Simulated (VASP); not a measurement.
# Hf2SnTe2 (I4/mmm) in VASP: notebook, part 3 of 3

VASP 6.6.1. Earlier steps stand in the parts before.

### 5 Single point, PBE

INCAR reads:

```
SYSTEM = Hf2SnTe2
  PREC = Accurate
  ENCUT = 520
  EDIFF = 1E-6
  ISMEAR = 0
  SIGMA = 0.1
  LREAL = .FALSE.
  LASPH = .TRUE.
  NELM = 80
  ALGO = Fast
  ISIF = 2
  LWAVE = .FALSE.
  LCHARG = .FALSE.
  GGA = PE
  NBANDS = 31
```

KPOINTS reads:

```
regular mesh
0
G
  10 10 10
  0 0 0
```

POSCAR reads:

```
Hf2SnTe2
1.0
   -2.5748901122      2.5748901122      5.2570860818
    2.5748901122     -2.5748901122      5.2570860818
    2.5748901122      2.5748901122     -5.2570860818
Hf Sn Te
2 1 2
Direct
    0.7500000000      0.2500000000      0.5000000000
    0.2500000000      0.7500000000      0.5000000000
    0.0000000000      0.0000000000      0.0000000000
    0.3550587380      0.3550587380      0.0000000000
    0.6449412620      0.6449412620      0.0000000000
```

Potentials or basis: VASP PAW PBE potentials, release 64 (Hf_pv, Sn_d, Te).

Launch:

```
> cat potpaw_PBE.64/Hf_pv/POTCAR potpaw_PBE.64/Sn_d/POTCAR potpaw_PBE.64/Te/POTCAR > POTCAR
> mpirun -np 1 vasp_std > vasp.out
```

OUTCAR:

```text
SYSTEM = Hf2SnTe2
   PREC = Accurate
   ENCUT = 520
   EDIFF = 1E-6
   ISMEAR = 0
   LREAL = .FALSE.
   LASPH = .TRUE.
   NELM = 80
   ISIF = 2
   GGA = PE

 ion  position               nearest neighbor table
   1  0.750  0.250  0.500-   4 2.80   5 2.80   4 2.80   5 2.80   2 3.64   2 3.64   2 3.64   2 3.64
                             3 3.68   3 3.68   3 3.68   3 3.68
   2  0.250  0.750  0.500-   4 2.80   5 2.80   4 2.80   5 2.80   1 3.64   1 3.64   1 3.64   1 3.64
                             3 3.68   3 3.68   3 3.68   3 3.68
   3  0.000  0.000  0.000-   1 3.68   2 3.68   1 3.68   2 3.68   1 3.68   2 3.68   1 3.68   2 3.68

   4  0.355  0.355  0.000-   1 2.80   2 2.80   2 2.80   1 2.80   5 3.05
   5  0.645  0.645  0.000-   2 2.80   1 2.80   1 2.80   2 2.80   4 3.05

  LATTYP: Found a body centered tetragonal cell.
 ALAT       =     5.1497802244
 C/A-ratio  =     2.0416739561

  Lattice vectors:

 A1 = (  -2.5748901122,   2.5748901122,   5.2570860818)
 A2 = (   2.5748901122,  -2.5748901122,   5.2570860818)
 A3 = (   2.5748901122,   2.5748901122,  -5.2570860818)

Analysis of symmetry for initial positions (statically):
=====================================================================
 Subroutine PRICEL returns:
 Original cell was already a primitive cell.

 Routine SETGRP: Setting up the symmetry group for a
 body centered tetragonal supercell.

 Subroutine GETGRP returns: Found 16 space group operations
 (whereof 16 operations were pure point group operations)
 out of a pool of 16 trial point group operations.

The static configuration has the point symmetry D_4h.

Analysis of symmetry for dynamics (positions and initial velocities):
=====================================================================
 Subroutine PRICEL returns:
 Original cell was already a primitive cell.

 Routine SETGRP: Setting up the symmetry group for a
 body centered tetragonal supercell.

 Subroutine GETGRP returns: Found 16 space group operations
 (whereof 16 operations were pure point group operations)
 out of a pool of 16 trial point group operations.

The dynamic configuration has the point symmetry D_4h.

 Subroutine INISYM returns: Found 16 space group operations
 (whereof 16 operations are pure point group operations),
 and found     1 'primitive' translations

----------------------------------------------------------------------------------------

                                     Primitive cell

  volume of cell :     139.4192

  direct lattice vectors                    reciprocal lattice vectors
    -2.574890112  2.574890112  5.257086082     0.000000000  0.194183044  0.095109723
     2.574890112 -2.574890112  5.257086082     0.194183044  0.000000000  0.095109723
     2.574890112  2.574890112 -5.257086082     0.194183044  0.194183044  0.000000000

  length of vectors
     6.395081880  6.395081880  6.395081880     0.216224221  0.216224221  0.274616294

  position of ions in fractional coordinates (direct lattice)
     0.750000000  0.250000000  0.500000000
     0.250000000  0.750000000  0.500000000
     0.000000000  0.000000000  0.000000000
     0.355058738  0.355058738  0.000000000
     0.644941262  0.644941262  0.000000000

  ion indices of the primitive-cell ions
   primitive index   ion index
                 1           1
                 2           2
                 3           3
                 4           4
                 5           5
[... 23 lines left out ...]
 ===========================================

 Found    102 irreducible k-points:

 Following reciprocal coordinates:
            Coordinates               Weight
  0.000000  0.000000  0.000000      1.000000
  0.100000  0.000000 -0.000000      8.000000
  0.200000  0.000000 -0.000000      8.000000
  0.300000  0.000000  0.000000      8.000000
  0.400000  0.000000 -0.000000      8.000000
  0.500000  0.000000  0.000000      4.000000
[... 16 lines left out ...]
  0.300000  0.300000  0.000000      8.000000
  0.400000  0.300000  0.000000     16.000000
 [... further k-points ...]
   k-points           NKPTS =    102   k-points in BZ     NKDIM =    102   number of bands    NBANDS=     31
   number of dos      NEDOS =    301   number of ions     NIONS =      5
   total plane-waves  NPLWV = 110592
   dimension x,y,z NGX =    48 NGY =   48 NGZ =   48
   dimension x,y,z NGXF=    96 NGYF=   96 NGZF=   96
   ions per type =               2   1   2
   NGX,Y,Z   is equivalent  to a cutoff of  12.48, 12.48, 12.48 a.u.
   NGXF,Y,Z  is equivalent  to a cutoff of  24.96, 24.96, 24.96 a.u.
 SYSTEM =  Hf2SnTe2
   PREC   = accura    normal or accurate (medium, high low for compatibility)
   ISTART =      0    job   : 0-new  1-cont  2-samecut
   ICHARG =      2    charge: 1-file 2-atom 10-const
   ISPIN  =      1    spin polarized calculation?
   LNONCOLLINEAR =      F non collinear calculations
   LSORBIT =      F    spin-orbit coupling
   LASPH  =      T    aspherical Exc in radial PAW
   ENCUT  =  520.0 eV  38.22 Ry    6.18 a.u.  11.89 11.89 11.89*2*pi/ulx,y,z
   NELM   =     80;   NELMIN=  2; NELMDL= -5     # of ELM steps
   EDIFF  = 0.1E-05   stopping-criterion for ELM
   LREAL  =      F    real-space projection
   EDIFFG = 0.1E-04   stopping-criterion for IOM
   NSW    =      0    number of steps for IOM
   IBRION =     -1    ionic relax: 0-MD 1-quasi-New 2-CG
   NFREE  =      0    steps in history (QN), initial steepest desc. (CG)
   ISIF   =      2    stress and relaxation
   ISYM   =      2    0-nonsym 1-usesym 2-fastsym
   POTIM  = 0.5000    time-step for ionic-motion
   TEBEG  =    0.0;   TEEND  =   0.0 temperature during run
   PSTRESS=    0.0 pullay stress
   NELECT =      46.0000    total number of electrons
   NUPDOWN=      -1.0000    fix difference up-down
   EMIN   =  10.00;   EMAX   =-10.00  energy-range for DOS
   EFERMI =   0.00;   METHOD = LEGACY
   ISMEAR =     0;   SIGMA  =   0.10  broadening in eV -4-tet -1-fermi 0-gaus
   EFERMI_NEDOS =   21; number of points for ismear=-14 and -15
   IALGO  =     68    algorithm
   IMIX   =      4    mixing-type and parameters
     AMIX     =   0.40;   BMIX     =  1.00
     AMIX_MAG =   1.60;   BMIX_MAG =  1.00
  volume/ion in A,a.u.               =      27.88       188.17
  Fermi-wavevector in a.u.,A,eV,Ry     =   1.131236  2.137726 17.411311  1.279695
  Thomas-Fermi vector in A             =   2.267935
   LORBIT       =      0    0 simple, 1 ext, 2 COOP (PROOUT), +10 PAW based schemes
   GGA     = PE    functional components
   LHFCALC =     F    Hartree Fock is set to
   AEXX    =    0.0000 exact exchange contribution
   IVDW    =     0    specifies the selected vdW correction
   LEPSILON=     F    determine dielectric tensor
   LRPA    =     F    only Hartree local field effects (RPA)
 non-spin polarized calculation
 RMM-DIIS sequential band-by-band and
 Gauss-broadening in eV      SIGMA  =   0.10
  energy-cutoff  :      520.00
  volume of cell :      139.42
 maximum number of plane-waves:      3796
   NGX = 23   NGY = 23   NGZ = 23

 number of electron      45.9999999 magnetization

 Free energy of the ion-electron system (eV)
  ---------------------------------------------------
  ext. energy  EPLUGINS =         0.00000000
  ---------------------------------------------------
  free energy    TOTEN  =       -30.43009971 eV

  energy without entropy =      -30.41602794  energy(sigma->0) =      -30.42306382

 E-fermi :   6.4814     XC(G=0): -10.0663

 val. band max:        6.4759615868   @ k =   0.5000   0.3000   0.1000
 cond. band min:       6.4829499118   @ k =   0.1000   0.1000  -0.0000
 fundamental gap:      0.0069883250
 Fermi energy:         6.4814358506

 k-point     1 :       0.0000    0.0000    0.0000
  band No.  band energies     occupation
      1     -25.2325      2.00000
      2     -25.2067      2.00000
      3     -25.1849      2.00000
      4     -25.1849      2.00000
      5     -25.0845      2.00000
      6     -25.0845      2.00000
[... 805 lines left out ...]
     30       9.3289      0.00000
     31       9.4990      0.00000

 [... further k-points ...]
[... 5 lines left out ...]
  --------------------------------------------------------------------------------------
  -------------------------------------------------------------------------------------
  Total       -0.2060368     -0.2060368     -0.1250352      0.0000000      0.0000000      0.0000000
  in kB       -2.3677342     -2.3677342     -1.4368791      0.0000000      0.0000000      0.0000000
  external PRESSURE =      -2.0574492 kB  Pullay stress =       0.0000000 kB

 VOLUME and BASIS-vectors are now :
 -----------------------------------------------------------------------------
  energy-cutoff  :      520.00
  volume of cell :      139.42
      direct lattice vectors                 reciprocal lattice vectors
    -2.574890112  2.574890112  5.257086082     0.000000000  0.194183044  0.095109723
     2.574890112 -2.574890112  5.257086082     0.194183044  0.000000000  0.095109723
     2.574890112  2.574890112 -5.257086082     0.194183044  0.194183044  0.000000000

 POSITION                                       TOTAL-FORCE (eV/Angst)
 -----------------------------------------------------------------------------------
      0.00000      2.57489      2.62854         0.000000      0.000000      0.000000
      2.57489      0.00000      2.62854         0.000000      0.000000      0.000000
      0.00000      0.00000      0.00000         0.000000      0.000000      0.000000
      0.00000      0.00000      3.73315         0.000000      0.000000     -0.018953
      0.00000      0.00000      6.78102        -0.000000     -0.000000      0.018953
 -----------------------------------------------------------------------------------
    total drift:                                0.000000     -0.000000      0.000000

  FREE ENERGIE OF THE ION-ELECTRON SYSTEM (eV)
  ---------------------------------------------------
  free  energy   TOTEN  =       -30.4300997061 eV

  energy  without entropy=      -30.4160279408  energy(sigma->0) =      -30.42306382
```

stdout:

```text
POSCAR found type information on POSCAR HfSnTe
 POSCAR found :  3 types and       5 ions
 scaLAPACK will be used
 LDA part: xc-table for (Slater+PW92), standard interpolation
 POSCAR, INCAR and KPOINTS ok, starting setup
 FFT: planning ... GRIDC
 FFT: planning ... GRID_SOFT
 FFT: planning ... GRID
 WAVECAR not read
 entering main loop
```

Run time: 6.2 min. Hardware: 1 thread of Intel Xeon 6975P-C (Granite Rapids), shared host; peak memory 0.63 GiB.

Results:

```yaml
Free_energy: -30.4301 eV
Pressure: -0.2 GPa
Largest_force: 0.019 eV/Å
Band_gap_on_the_k_mesh: zero (bands 23 and 24 overlap by 1.22 eV)
```

Forces on the atoms (eV/Å):
```
Hf   0.000  0.000  0.000
Hf   0.000  0.000  0.000
Sn   0.000  0.000  0.000
Te   0.000  0.000 -0.019
Te   0.000  0.000  0.019
```

Caveat: spin-orbit coupling is left out, which moves the levels of the heavy elements.

### 6 Summary

```tsv
task	cell	k mesh	cutoff (eV)	gap on the mesh (eV)	pressure (GPa)	largest force (eV/Å)
single point	a = 6.438 Å, angles 133.1, 133.1, 68.4°, 5 atoms, atomic positions A	6 × 6 × 6	520	none	0.0	0.05
single point	a = 6.329 Å, angles 138.0, 138.0, 61.0°, 5 atoms, atomic positions B	6 × 6 × 6	520	none	23.6	0.51
relaxation of cell and atoms	relaxed from a = 6.329 Å, angles 138.0, 138.0, 61.0°, 5 atoms, atomic positions B	6 × 6 × 6	600	none	0.0	0.03
single point	a = 6.395 Å, angles 132.5, 132.5, 69.4°, 5 atoms, atomic positions C	10 × 10 × 10	520	none	-0.2	0.02
```

Alike in all rows: level PBE; potentials or basis VASP PAW PBE potentials, release 64 (Hf_pv, Sn_d, Te); no spin polarisation; smearing gaussian 0.1 eV.

Caveats: spin-orbit coupling is left out, which moves the levels of the heavy elements; the cell stands under pressure (at least some runs).

Absolute energies hang on the potentials; compare differences alone.
